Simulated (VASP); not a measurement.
# HgTe (Coloradoite) in VASP: notebook, part 2 of 2

VASP 6.6.1. Earlier steps stand in the parts before.

### Step 3. Single point, PBEsol

This run uses another cell than the first one, of 31.90 Å³/atom, 0.960 times its volume.

The input, INCAR:

```
PREC = Accurate
ENCUT = 520
EDIFF = 1E-6
ISMEAR = 0
SIGMA = 0.05
LREAL = False
LASPH = True
NELM = 100
ALGO = Normal
ISIF = 2
LWAVE = False
LCHARG = False
GGA = PS
NBANDS = 16
```

The input, KPOINTS:

```
Automatic mesh
0
Gamma
  6 6 6
```

The input, POSCAR:

```
HgTe
1.0
    0.0000000000      3.1502100000      3.2145000000
    3.1502100000      0.0000000000      3.2145000000
    3.1502100000      3.1502100000      0.0000000000
Hg Te
1 1
Direct
    0.0000000000      0.0000000000      0.0000000000
    0.2500000000      0.2500000000      0.2500000000
```

Potentials or basis: VASP PAW PBE potentials, release 64 (Hg, Te).

Run with:

```
$ cat potpaw_PBE.64/Hg/POTCAR potpaw_PBE.64/Te/POTCAR > POTCAR
$ mpirun -np 1 vasp_std > vasp.out
```

OUTCAR:

```text
PREC = Accurate
   ENCUT = 520
   EDIFF = 1E-6
   ISMEAR = 0
   LREAL = False
   LASPH = True
   NELM = 100
   ISIF = 2
   GGA = PS

 ion  position               nearest neighbor table
   1  0.000  0.000  0.000-   2 2.75   2 2.75   2 2.75   2 2.75
   2  0.250  0.250  0.250-   1 2.75   1 2.75   1 2.75   1 2.75

  LATTYP: Found a body centered tetragonal cell.
 ALAT       =     4.4550697063
 C/A-ratio  =     1.4430750636

  Lattice vectors:

 A1 = (  -3.1502100000,   0.0000000000,   3.2145000000)
 A2 = (   3.1502100000,   0.0000000000,   3.2145000000)
 A3 = (   0.0000000000,   3.1502100000,  -3.2145000000)

Analysis of symmetry for initial positions (statically):
=====================================================================
 Subroutine PRICEL returns:
 Original cell was already a primitive cell.

 Routine SETGRP: Setting up the symmetry group for a
 body centered tetragonal supercell.

 Subroutine GETGRP returns: Found  8 space group operations
 (whereof  8 operations were pure point group operations)
 out of a pool of 16 trial point group operations.

[... 156 lines left out ...]
  ---------------------------------------------------
  ext. energy  EPLUGINS =         0.00000000
  ---------------------------------------------------
  free energy    TOTEN  =        -4.29639085 eV

  energy without entropy =       -4.29611863  energy(sigma->0) =       -4.29625474

 E-fermi :   3.6075     XC(G=0):  -9.1966

 val. band max:        3.6069234597   @ k =   0.0000   0.0000   0.0000
 cond. band min:       4.2098005848   @ k =   0.5000   0.0000   0.0000
 fundamental gap:      0.6028771251
 Fermi energy:         3.6075057524

 k-point     1 :       0.0000    0.0000    0.0000
  band No.  band energies     occupation
      1      -8.8728      2.00000
      2      -4.1255      2.00000
      3      -4.1207      2.00000
      4      -4.1207      2.00000
      5      -3.5252      2.00000
      6      -3.5071      2.00000
[... 433 lines left out ...]
      3      -3.7949      2.00000
      4      -3.7303      2.00000
      5      -3.4669      2.00000
      6      -3.1436      2.00000
[... 8 lines left out ...]
     15      14.0149      0.00000
     16      15.0991      0.00000

 [... further k-points ...]
[... 5 lines left out ...]
  --------------------------------------------------------------------------------------
  -------------------------------------------------------------------------------------
  Total        1.7147009      1.7147009      1.6232975      0.0000000      0.0000000      0.0000000
  in kB       43.0602487     43.0602487     40.7648891      0.0000000      0.0000000      0.0000000
  external PRESSURE =      42.2951288 kB  Pullay stress =       0.0000000 kB

 VOLUME and BASIS-vectors are now :
 -----------------------------------------------------------------------------
  energy-cutoff  :      520.00
  volume of cell :       63.80
      direct lattice vectors                 reciprocal lattice vectors
     0.000000000  3.150210000  3.214500000    -0.158719577  0.158719577  0.155545186
     3.150210000  0.000000000  3.214500000     0.158719577 -0.158719577  0.155545186
     3.150210000  3.150210000  0.000000000     0.158719577  0.158719577 -0.155545186

 POSITION                                       TOTAL-FORCE (eV/Angst)
 -----------------------------------------------------------------------------------
      0.00000      0.00000      0.00000         0.000000      0.000000      0.000000
      1.57510      1.57510      1.60725        -0.000000     -0.000000     -0.000000
 -----------------------------------------------------------------------------------
    total drift:                                0.000000      0.000000     -0.000000

  FREE ENERGIE OF THE ION-ELECTRON SYSTEM (eV)
  ---------------------------------------------------
  free  energy   TOTEN  =        -4.2963908548 eV

  energy  without entropy=       -4.2961186303  energy(sigma->0) =       -4.29625474
```

OSZICAR:

```text
N       E                     dE             d eps       ncg     rms          rms(c)
DAV:   1     0.106130910907E+03    0.10613E+03   -0.80730E+03   960   0.980E+02
DAV:   2    -0.924815014653E+00   -0.10706E+03   -0.10063E+03  1120   0.233E+02
DAV:   3    -0.451594860805E+01   -0.35911E+01   -0.35838E+01  1168   0.434E+01
DAV:   4    -0.454725181726E+01   -0.31303E-01   -0.31300E-01  1424   0.380E+00
DAV:   5    -0.454735372100E+01   -0.10190E-03   -0.10190E-03  1248   0.187E-01    0.869E+00
DAV:   6    -0.431141010545E+01    0.23594E+00   -0.45880E-01  1120   0.957E+00    0.678E+00
DAV:   7    -0.429878026290E+01    0.12630E-01   -0.11369E-01  1144   0.237E+00    0.237E+00
DAV:   8    -0.429660728330E+01    0.21730E-02   -0.12848E-02  1136   0.134E+00    0.624E-01
DAV:   9    -0.429637893102E+01    0.22835E-03   -0.74265E-04  1216   0.323E-01    0.147E-01
DAV:  10    -0.429638507081E+01   -0.61398E-05   -0.80488E-05  1232   0.825E-02    0.521E-02
DAV:  11    -0.429639313816E+01   -0.80674E-05   -0.27552E-05  1176   0.469E-02    0.439E-02
DAV:  12    -0.429639092002E+01    0.22181E-05   -0.48130E-06  1088   0.222E-02    0.192E-02
DAV:  13    -0.429639085476E+01    0.65257E-07   -0.48463E-07   728   0.375E-03
   1 F= -.42963909E+01 E0= -.42962547E+01  d E =-.272224E-03
```

Run time: 46 s. Hardware: 1 thread of Intel Xeon Platinum 8259CL at 2.50GHz (Skylake/Cascade Lake), shared host; peak memory 0.21 GiB.

Results:

```
Free energy            : -4.2964 eV
Pressure               : 4.2 GPa
Band gap on the k mesh : zero (filled and empty bands touch)
```

Stress tensor (GPa, compression positive):
```
4.31 0.00 0.00
0.00 4.31 0.00
0.00 0.00 4.08
```

Caveat: the PAW data sets were made with another functional, which shifts forces and pressure a little; spin-orbit coupling is left out, which moves the levels of the heavy elements.

### Step 4. Single point, PBEsol

This run uses another cell than the first one, of 32.55 Å³/atom, 0.980 times its volume.

The input, INCAR:

```
  PREC = Accurate
  ENCUT = 520
  EDIFF = 1E-6
  ISMEAR = 0
  SIGMA = 0.05
  LREAL = False
  LASPH = True
  NELM = 80
  ALGO = Normal
  ISIF = 2
  LWAVE = False
  LCHARG = False
  GGA = PS
  NBANDS = 16
```

KPOINTS is that of step 3.

The input, POSCAR:

```
HgTe
1.0
    0.0000000000      3.1823550000      3.2145000000
    3.1823550000      0.0000000000      3.2145000000
    3.1823550000      3.1823550000      0.0000000000
Hg Te
1 1
Direct
    0.0000000000      0.0000000000      0.0000000000
    0.2500000000      0.2500000000      0.2500000000
```

Run with:

```
$ cat potpaw_PBE.64/Hg/POTCAR potpaw_PBE.64/Te/POTCAR > POTCAR
$ mpirun -np 1 vasp_std > vasp.out
```

Run time: 39 s. Hardware: 1 thread of Intel Xeon Platinum 8259CL at 2.50GHz (Skylake/Cascade Lake), shared host; peak memory 0.21 GiB.

Results (log left out):

```
Free energy            : -4.3268 eV
Pressure               : 3.0 GPa
Band gap on the k mesh : zero (filled and empty bands touch)
```

Stress tensor (GPa, compression positive):
```
3.06 0.00 0.00
0.00 3.06 0.00
0.00 0.00 2.95
```

Levels at points of the mesh, in eV from the Fermi level:
```
           k point  band 5  band 6  band 7  band 8  band 9  band 10  band 11  band 12  band 13  band 14
(0.00, 0.00, 0.00)   -7.02   -7.01   -0.74   -0.04   -0.01    -0.01     4.09     4.09     4.09     6.27
(0.50, 0.00, 0.00)   -6.99   -6.69   -5.81   -1.11   -1.06     0.61     4.89     4.95     6.68     7.85
(0.50, 0.50, 0.00)   -6.94   -6.53   -5.73   -2.45   -2.45     1.85     2.29     8.18     8.95     8.95
(0.50, 0.00, 0.50)   -6.94   -6.51   -5.68   -2.50   -2.48     1.77     2.24     8.24     8.92     8.97
```

Caveat: the PAW data sets were made with another functional, which shifts forces and pressure a little; spin-orbit coupling is left out, which moves the levels of the heavy elements.

### Step 5. Single point, PBEsol

This run uses another cell than the first one, of 33.88 Å³/atom, 1.020 times its volume.

The input, INCAR:

```
SYSTEM = HgTe
PREC = Accurate
ENCUT = 520
EDIFF = 1E-6
ISMEAR = 0
SIGMA = 0.05
LREAL = .False.
LASPH = .True.
NELM = 60
ALGO = Normal
ISIF = 2
LWAVE = .False.
LCHARG = .False.
GGA = PS
NBANDS = 16
```

The input, KPOINTS:

```
regular mesh
0
Gamma
  6 6 6
  0 0 0
```

The input, POSCAR:

```
HgTe
1.0
    0.0000000000      3.2466450000      3.2145000000
    3.2466450000      0.0000000000      3.2145000000
    3.2466450000      3.2466450000      0.0000000000
Hg Te
1 1
Direct
    0.0000000000      0.0000000000      0.0000000000
    0.2500000000      0.2500000000      0.2500000000
```

Run with:

```
$ cat potpaw_PBE.64/Hg/POTCAR potpaw_PBE.64/Te/POTCAR > POTCAR
$ mpirun -np 1 vasp_std > vasp.out
```

Wall time 39 s (1 thread of Intel Xeon Platinum 8259CL at 2.50GHz (Skylake/Cascade Lake), shared host); peak memory 0.21 GiB.

The run converged. Its results:

```yaml
Free_energy: -4.3598 eV
Pressure: 0.9 GPa
Band_gap_on_the_k_mesh: 0.03 eV, direct
```

Stress tensor (GPa, compression positive):
```
0.91 0.00 0.00
0.00 0.91 0.00
0.00 0.00 1.03
```

Levels at points of the mesh, in eV from the valence-band top:
```
           k point  band 7  band 8  band 9  band 10  band 11  band 12
(0.00, 0.00, 0.00)   -0.81    0.00    0.00     0.03     4.19     4.20
(0.50, 0.00, 0.00)   -5.50   -1.00   -0.96     0.64     4.96     5.02
(0.50, 0.50, 0.00)   -5.41   -2.30   -2.30     1.80     2.37     8.14
(0.50, 0.00, 0.50)   -5.46   -2.27   -2.24     1.88     2.41     8.08
```

Caveat: the PAW data sets were made with another functional, which shifts forces and pressure a little; spin-orbit coupling is left out, which moves the levels of the heavy elements.

### Step 6. Single point, PBEsol

This run uses another cell than the first one, of 34.56 Å³/atom, 1.040 times its volume.

The input, INCAR:

```
ALGO = Normal
EDIFF = 1E-6
ENCUT = 520
GGA = PS
ISIF = 2
ISMEAR = 0
LASPH = True
LCHARG = False
LREAL = False
LWAVE = False
NBANDS = 16
NELM = 80
PREC = Accurate
SIGMA = 0.05
```

The input, KPOINTS:

```
k-points
0
Gamma
  6 6 6
```

The input, POSCAR:

```
HgTe
1.0
    0.0000000000      3.2787900000      3.2145000000
    3.2787900000      0.0000000000      3.2145000000
    3.2787900000      3.2787900000      0.0000000000
Hg Te
1 1
Direct
    0.0000000000      0.0000000000      0.0000000000
    0.2500000000      0.2500000000      0.2500000000
```

Potentials or basis: VASP PAW PBE potentials, release 64 (Hg, Te).

Run with:

```
$ cat potpaw_PBE.64/Hg/POTCAR potpaw_PBE.64/Te/POTCAR > POTCAR
$ mpirun -np 1 vasp_std > vasp.out
```

OUTCAR:

```text
EDIFF = 1E-6
   ENCUT = 520
   GGA = PS
   ISIF = 2
   ISMEAR = 0
   LASPH = True
   LREAL = False
   NELM = 80
   PREC = Accurate

 ion  position               nearest neighbor table
   1  0.000  0.000  0.000-   2 2.82   2 2.82   2 2.82   2 2.82
   2  0.250  0.250  0.250-   1 2.82   1 2.82   1 2.82   1 2.82

  LATTYP: Found a body centered tetragonal cell.
 ALAT       =     4.6369092862
 C/A-ratio  =     1.3864838847

  Lattice vectors:

 A1 = (   0.0000000000,  -3.2787900000,  -3.2145000000)
[... 192 lines left out ...]
      6      -3.9877      2.00000
[... 433 lines left out ...]
      3      -4.2271      2.00000
      4      -4.1612      2.00000
      5      -3.9516      2.00000
      6      -3.6850      2.00000
[... 8 lines left out ...]
     15      13.0559      0.00000
     16      13.9158      0.00000

 [... further k-points ...]
[... 5 lines left out ...]
  --------------------------------------------------------------------------------------
  -------------------------------------------------------------------------------------
  Total       -0.0069738     -0.0069738      0.1082571      0.0000000      0.0000000      0.0000000
  in kB       -0.1616631     -0.1616631      2.5095536      0.0000000      0.0000000      0.0000000
  external PRESSURE =       0.7287425 kB  Pullay stress =       0.0000000 kB

 VOLUME and BASIS-vectors are now :
 -----------------------------------------------------------------------------
  energy-cutoff  :      520.00
  volume of cell :       69.11
      direct lattice vectors                 reciprocal lattice vectors
     0.000000000  3.278790000  3.214500000    -0.152495280  0.152495280  0.155545186
     3.278790000  0.000000000  3.214500000     0.152495280 -0.152495280  0.155545186
     3.278790000  3.278790000  0.000000000     0.152495280  0.152495280 -0.155545186

 POSITION                                       TOTAL-FORCE (eV/Angst)
 -----------------------------------------------------------------------------------
      0.00000      0.00000      0.00000        -0.000000     -0.000000      0.000000
      1.63939      1.63939      1.60725         0.000000      0.000000     -0.000000
 -----------------------------------------------------------------------------------
    total drift:                               -0.000000     -0.000000      0.000000

  FREE ENERGIE OF THE ION-ELECTRON SYSTEM (eV)
  ---------------------------------------------------
  free  energy   TOTEN  =        -4.3637966148 eV

  energy  without entropy=       -4.3635533141  energy(sigma->0) =       -4.36367496
```

OSZICAR:

```text
N       E                     dE             d eps       ncg     rms          rms(c)
DAV:   1     0.103929071525E+03    0.10393E+03   -0.79103E+03   960   0.970E+02
DAV:   2    -0.103614242548E+01   -0.10497E+03   -0.97859E+02  1136   0.227E+02
DAV:   3    -0.456583727505E+01   -0.35297E+01   -0.35236E+01  1200   0.429E+01
DAV:   4    -0.459748016615E+01   -0.31643E-01   -0.31639E-01  1424   0.372E+00
DAV:   5    -0.459757115512E+01   -0.90989E-04   -0.90989E-04  1288   0.178E-01    0.727E+00
DAV:   6    -0.437612179677E+01    0.22145E+00   -0.43715E-01  1120   0.896E+00    0.584E+00
DAV:   7    -0.436591907608E+01    0.10203E-01   -0.97304E-02  1144   0.212E+00    0.222E+00
DAV:   8    -0.436401470200E+01    0.19044E-02   -0.99422E-03  1104   0.114E+00    0.547E-01
DAV:   9    -0.436378094437E+01    0.23376E-03   -0.70256E-04  1224   0.304E-01    0.109E-01
DAV:  10    -0.436379048464E+01   -0.95403E-05   -0.80317E-05  1208   0.820E-02    0.484E-02
DAV:  11    -0.436379756128E+01   -0.70766E-05   -0.18443E-05  1176   0.324E-02    0.244E-02
DAV:  12    -0.436379661480E+01    0.94648E-06   -0.28482E-06  1120   0.129E-02
   1 F= -.43637966E+01 E0= -.43636750E+01  d E =-.243301E-03
```

stdout:

```text
POSCAR found type information on POSCAR HgTe
 POSCAR found :  2 types and       2 ions
 scaLAPACK will be used
 -----------------------------------------------------------------------------
|                                                                             |
|                                                                             |
|     You enforced a specific xc type in the INCAR file but a different       |
|     I HOPE YOU KNOW WHAT YOU ARE DOING!                                     |
|                                                                             |
 -----------------------------------------------------------------------------

 LDA part: xc-table for (Slater+PW92), standard interpolation
 POSCAR, INCAR and KPOINTS ok, starting setup
 FFT: planning ... GRIDC
 FFT: planning ... GRID_SOFT
 FFT: planning ... GRID
 WAVECAR not read
 entering main loop
```

Run time: 48 s. Hardware: 1 thread of Intel Xeon Platinum 8259CL at 2.50GHz (Skylake/Cascade Lake), shared host; peak memory 0.21 GiB.

Results:

```
Free energy            : -4.3638 eV
Pressure               : 0.1 GPa
Band gap on the k mesh : 0.06 eV, direct
```

Stress tensor (GPa, compression positive):
```
-0.02  0.00  0.00
 0.00 -0.02  0.00
 0.00  0.00  0.25
```

Caveat: the PAW data sets were made with another functional, which shifts forces and pressure a little; spin-orbit coupling is left out, which moves the levels of the heavy elements.

### Step 7. Summary

| cell | gap on the mesh (eV) | pressure (GPa) |
| --- | --- | --- |
| a = 4.546 Å, angles 60.0°, 2 atoms | none | 1.9 |
| a = 4.501, b = 4.501, c = 4.455 Å, angles 60.3, 60.3, 59.3°, 2 atoms | none | 4.2 |
| a = 4.523, b = 4.523, c = 4.501 Å, angles 60.2, 60.2, 59.7°, 2 atoms | none | 3.0 |
| a = 4.569, b = 4.569, c = 4.591 Å, angles 59.8, 59.8, 60.3°, 2 atoms | 0.03 | 0.9 |
| a = 4.592, b = 4.592, c = 4.637 Å, angles 59.7, 59.7, 60.7°, 2 atoms | 0.06 | 0.1 |

Alike in all rows: task single point; level PBEsol; potentials or basis VASP PAW PBE potentials, release 64 (Hg, Te); no spin polarisation; k mesh 6 × 6 × 6; cutoff (eV) 520; smearing gaussian 0.05 eV.

Caveats: the PAW data sets were made with another functional, which shifts forces and pressure a little; spin-orbit coupling is left out, which moves the levels of the heavy elements.

Absolute energies hang on the potentials; compare differences alone.
